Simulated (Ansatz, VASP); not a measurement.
MgO in VASP and in Ansatz

File INCAR:

```
SYSTEM = MgO
  PREC = Accurate
  ENCUT = 520
  EDIFF = 1E-7
  ISMEAR = 0
  SIGMA = 0.05
  LREAL = .FALSE.
  LASPH = .TRUE.
  NELM = 100
  ALGO = Normal
  ISIF = 2
  LWAVE = .FALSE.
  LCHARG = .TRUE.
  GGA = PS
  LELF = .TRUE.
  LVHAR = .TRUE.
  NBANDS = 11
```

KPOINTS

```
Automatic mesh
0
G
  10 10 10
  0 0 0
```

The input POSCAR:

```
MgO
1.0
    0.0000000000      2.1351500000      2.1351500000
    2.1351500000      0.0000000000      2.1351500000
    2.1351500000      2.1351500000      0.0000000000
Mg O
1 1
Direct
    0.0000000000      0.0000000000      0.0000000000
    0.5117087792      0.5117087792      0.4882912208
```

Input for Ansatz:

```yaml
crystal:
  lattice:
    - [0.0, 2.13515, 2.13515]
    - [2.13515, 0.0, 2.13515]
    - [2.13515, 2.13515, 0.0]
  atoms:
    - { symbol: Mg, position: [0.0, 0.0, 0.0] }
    - { symbol: O, position: [0.5117087792, 0.5117087792, 0.4882912208] }
basis:
  ecutwfc: 420
kpoints:
  mp_grid: { grid: [10, 10, 10] }
hamiltonian:
  xc: pbesol
scf:
  occupations: { method: gaussian, width: 0.05 }
output:
  forces: true
  stress: true
  eigenvalues: true
```

Change from the starting cell: all O atoms moved -0.050 Å, as atom 2 towards its neighbour atom 1 (Mg) at 2.135 Å.

Alike in both runs: task single point; functional PBEsol; k mesh 10 × 10 × 10; occupations gaussian, width 0.05 eV; no spin polarisation.

```csv
,VASP,Ansatz
version,VASP 6.6.1,Ansatz 0.2.0
potentials or method,"VASP PAW PBE potentials, release 64 (Mg, O), cutoff 520 eV","scalar-relativistic, plane waves, PAW"
valence electrons in the cell,8,16
```

```csv
,VASP,Ansatz,Ansatz less VASP
gap on the k mesh at the Fermi level (eV),4.25,4.25,0.000
least direct gap on the mesh (eV),4.25,4.25,0.000
pressure (GPa),-6.1,-5.6,+0.55
"traceless stress, the component that is largest in VASP (GPa)",0.51,0.50,-0.006
rms of the force components (eV/Å),0.130,0.128,-0.0012
```

VASP's potentials were made for PBE, not for PBEsol. Atom by atom the forces differ by 0.001 eV/Å (rms over components). VASP's potentials hold 8 valence electrons a cell and Ansatz's 16, so a difference there can come from the potentials and not from the codes.
